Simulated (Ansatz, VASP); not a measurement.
Si2C: VASP beside Ansatz

```xyz
6
Lattice="-2.7682 2.7682 2.2509 2.7682 -2.7682 2.2509 2.7682 2.7682 -2.2509" Properties=species:S:1:pos:R:3 pbc="T T T"
Si    3.7130    0.9448    0.0000
Si    1.8234    0.9448    2.2509
Si   -0.9448    1.8234    2.2509
Si    0.9448    1.8234    0.0000
C     0.0000    0.0000    3.3763
C     0.0000    0.0000    1.1254
```

Alike in both runs: task relaxation of cell and atoms; functional PBE; k mesh 10 × 10 × 10; occupations gaussian, width 0.1 eV; no spin polarisation.

|  | VASP | Ansatz |
| --- | --- | --- |
| version | VASP 6.6.1 | Ansatz 0.2.0 |
| potentials or method | VASP PAW PBE potentials, release 64 (Si, C), cutoff 600 eV | scalar-relativistic, plane waves, PAW |
| valence electrons in the cell | 24 | 24 |

Ansatz gave:

| Quantity | Value |
| --- | --- |
| gap on the k mesh at the Fermi level, each at its own relaxed structure (eV) | none |
| relaxed volume (Å³/atom) | 11.00 |
| relaxed length of the cell vector where the two differ most in proportion (Å) | 4.445 |

Q: Estimate VASP's values.

A: gap on the k mesh at the Fermi level, each at its own relaxed structure (eV): none; relaxed volume (Å³/atom): 10.99; relaxed length of the cell vector where the two differ most in proportion (Å): 4.444.

A gap of «none» marks a metal or a gap that the smearing closes.
